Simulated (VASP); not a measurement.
A run of VASP 6.6.1 is set up as follows.

The input INCAR:

```
PREC = Accurate ; ENCUT = 600
EDIFF = 1E-7 ; ISMEAR = -1
SIGMA = 0.05 ; LREAL = False
LASPH = True ; NELM = 100
ALGO = Normal ; ISIF = 3
LWAVE = False ; LCHARG = False
GGA = PE ; IVDW = 12
IBRION = 2 ; NSW = 60
EDIFFG = -0.01
```

Contents of KPOINTS:

```
regular mesh
0
Gamma
  10 10 3
```

The input POSCAR:

```
MoS2
1.0
    3.1690000000      0.0000000000      0.0000000000
   -1.5845000000      2.7444345046      0.0000000000
    0.0000000000      0.0000000000     12.3240000000
Mo S
2 4
Direct
    0.6666666667      0.3333333333      0.7500000000
    0.3333333333      0.6666666667      0.2500000000
    0.6666666667      0.3333333333      0.3770000000
    0.3333333333      0.6666666667      0.8770000000
    0.6666666667      0.3333333333      0.1230000000
    0.3333333333      0.6666666667      0.6230000000
```

Potentials or basis: VASP PAW PBE potentials, release 64 (Mo_sv, S).

The run is started by

```bash
$ cat potpaw_PBE.64/Mo_sv/POTCAR potpaw_PBE.64/S/POTCAR > POTCAR
$ mpirun -np 1 vasp_std > vasp.out
```

(1) What does it give for the space group after relaxing (to 0.1 Å)?

(2) Estimate the relaxed volume.

(3) Estimate the dispersion energy per atom.

(4) Predict the band gap on the k mesh.

Answers

(1) P6_3/mmc (No. 194).

(2) 17.29 Å³/atom.

(3) -0.438 eV.

(4) 0.84 eV (least direct gap 1.91 eV).
